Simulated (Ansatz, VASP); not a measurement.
**Zn, level by level in two programs**

```
Zn
1.0
     0.00000    1.93822    1.93822
     1.93822    0.00000    1.93822
     1.93822    1.93822    0.00000
Zn
1
Direct
  0.00000 0.00000 0.00000
```

Single points on this cell with VASP 6.6.1 and Ansatz 0.2.0. Each row is one pair of runs. Alike in all rows: spin: off.

```tsv
level	k mesh	smearing	VASP's potentials, cutoff	Ansatz's potentials, cutoff	gap on the k mesh at the Fermi level (eV), VASP	gap on the k mesh at the Fermi level (eV), Ansatz	pressure (GPa), VASP	pressure (GPa), Ansatz
r2SCANh+D4	8 × 8 × 8	gaussian, width 0.02 eV	VASP PAW PBE potentials, release 64 (Zn), 440 eV	Ansatz PAW, 500 eV	none	none	-2.1	-1.9
LDA	12 × 12 × 12	fermi-dirac, width 0.05 eV	VASP PAW LDA potentials, release 64 (Zn), 520 eV	Ansatz PAW, 420 eV	none	none	-5.7	-6.2
r2SCAN	12 × 12 × 12	fermi-dirac, width 0.05 eV	VASP PAW PBE potentials, release 64 (Zn), 520 eV	Ansatz PAW, 500 eV	none	none	-1.5	-1.8
```

Pressure (GPa): the two programs differ by at most 0.53.

A gap of «none» marks a metal or a gap that the smearing closes.
